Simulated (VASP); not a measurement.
Ti2B2Os:

```
CELL_PARAMETERS angstrom
4.50194 0.00000 0.00000
-2.25097 3.89879 0.00000
0.00000 0.00000 4.11000
ATOMIC_POSITIONS crystal
Ti 0.66667 0.33333 0.00000
Ti 0.66667 0.33333 0.50000
B 0.00000 0.00000 0.25838
B 0.00000 0.00000 0.74162
Os 0.33333 0.66667 0.00000
```

The cell was generated, and may not be a known phase.

- Program: VASP 6.6.1
- Task: relaxation of cell and atoms
- Functional: PBE
- Potentials or basis: VASP PAW PBE potentials, release 64 (Ti_sv, B, Os)
- Cutoff: 600 eV
- k mesh: 6 × 6 × 4
- Occupations: gaussian, width 0.1 eV
- Spin: no spin polarisation

At the start: pressure -15.3 GPa; volume 14.43 Å³/atom.

Problem. Where does the relaxation end?

Solution. Over 22 steps the energy falls by 545.2 meV/atom and the volume is 12.99 Å³/atom (-10.0 %); space group P-6m2 (No. 187, to 0.1 Å) before and after.

The path:
```csv
step,energy change (eV),largest force (eV/Å),pressure (GPa),volume (Å³)
1,0.0000,0.0608,-15.28,72.14
2,-2.0732,0.3728,27.34,57.51
3,-2.4501,0.1474,9.61,60.95
4,-2.6097,0.0813,-3.53,66.07
5,-2.6307,0.0812,-0.53,64.66
6,-2.6317,0.1010,0.33,64.41
7,-2.6318,0.0974,0.22,64.46
8,-2.6329,0.1127,0.12,64.49
9,-2.6372,0.1707,-0.07,64.56
10,-2.6526,0.3141,-0.44,64.71
11,-2.6945,0.3273,-0.94,65.01
12,-2.6838,0.3862,0.12,65.59
13,-2.7111,0.2101,-0.92,65.20
14,-2.7135,0.1264,-0.75,65.30
15,-2.7139,0.1159,-0.77,65.30
16,-2.7148,0.0842,-0.72,65.30
17,-2.7153,0.0108,-0.51,65.31
18,-2.7162,0.0100,-0.52,65.29
19,-2.7184,0.0082,-0.48,65.25
20,-2.7220,0.0047,-0.40,65.16
21,-2.7258,0.0014,-0.25,64.98
22,-2.7260,0.0029,-0.20,64.93
```

Final structure:
```cif
data_structure
_symmetry_space_group_name_H-M 'P 1'
_symmetry_Int_Tables_number 1
_cell_length_a 3.9922
_cell_length_b 3.9922
_cell_length_c 4.7038
_cell_angle_alpha 90.000
_cell_angle_beta 90.000
_cell_angle_gamma 120.000
_cell_volume 64.93
loop_
_atom_site_label
_atom_site_type_symbol
_atom_site_fract_x
_atom_site_fract_y
_atom_site_fract_z
_atom_site_occupancy
Ti1 Ti 0.66667 0.33333 0.00000 1
Ti2 Ti 0.66667 0.33333 0.50000 1
B1 B 0.00000 0.00000 0.30318 1
B2 B 0.00000 0.00000 0.69682 1
Os1 Os 0.33333 0.66667 0.00000 1
```

Caveat: the k points lie up to 0.33 Å⁻¹ apart in the final cell, too coarse for converged energies and pressures of a metal.
